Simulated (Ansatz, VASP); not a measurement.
**CoW3 in VASP and in Ansatz**

Contents of INCAR:

```
SYSTEM = CoW3
PREC = Accurate
ENCUT = 520
EDIFF = 1E-7
ISMEAR = 0
SIGMA = 0.15
LREAL = .FALSE.
LASPH = .TRUE.
NELM = 60
ALGO = Fast
ISIF = 2
LWAVE = .FALSE.
LCHARG = .FALSE.
GGA = PS
NBANDS = 34
```

Contents of KPOINTS:

```
regular mesh
0
G
  12 12 12
  0 0 0
```

Contents of POSCAR:

```
CoW3
1.0
    4.0511572256      0.0000000000      0.0000000000
    0.0000000000      4.0511572256      0.0000000000
    0.0000000000      0.0000000000      3.6653327280
Co W
1 3
Direct
    0.0000000000      0.0000000000      0.0000000000
    0.0000000000      0.5000000000      0.5000000000
    0.5000000000      0.0000000000      0.5000000000
    0.5000000000      0.5000000000      0.0000000000
```

Input for Ansatz:

```yaml
crystal:
  lattice:
    - [4.0511572256, 0.0, 0.0]
    - [0.0, 4.0511572256, 0.0]
    - [0.0, 0.0, 3.665332728]
  atoms:
    - { symbol: Co, position: [0.0, 0.0, 0.0] }
    - { symbol: W, position: [0.0, 0.5, 0.5] }
    - { symbol: W, position: [0.5, 0.0, 0.5] }
    - { symbol: W, position: [0.5, 0.5, 0.0] }
basis:
  ecutwfc: 420
kpoints:
  mp_grid: { grid: [12, 12, 12] }
hamiltonian:
  xc: pbesol
scf:
  occupations: { method: gaussian, width: 0.15 }
output:
  forces: true
  stress: true
  eigenvalues: true
```

Change from the starting cell: strain +0.050 along x and y, -0.050 along z, atoms carried along.

Alike in both runs: task single point; functional PBEsol; k mesh 12 × 12 × 12; occupations gaussian, width 0.15 eV; no spin polarisation.

|  | VASP | Ansatz |
| --- | --- | --- |
| version | VASP 6.6.1 | Ansatz 0.2.0 |
| potentials or method | VASP PAW PBE potentials, release 64 (Co, W_sv), cutoff 520 eV | scalar-relativistic, plane waves, PAW |
| valence electrons in the cell | 51 | 59 |

Ansatz gave:

```
gap on the k mesh at the Fermi level (eV)                     : none
pressure (GPa)                                                : -12.2
traceless stress, the component that is largest in VASP (GPa) : -0.66
```

**Question.** What did VASP give for the same quantities?

**Answer.** gap on the k mesh at the Fermi level (eV): none; pressure (GPa): -11.7; traceless stress, the component that is largest in VASP (GPa): -0.81.

VASP's potentials were made for PBE, not for PBEsol. A gap of «none» marks a metal or a gap that the smearing closes. VASP's potentials hold 51 valence electrons a cell and Ansatz's 59, so a difference there can come from the potentials and not from the codes.

Spin-orbit coupling is off throughout.
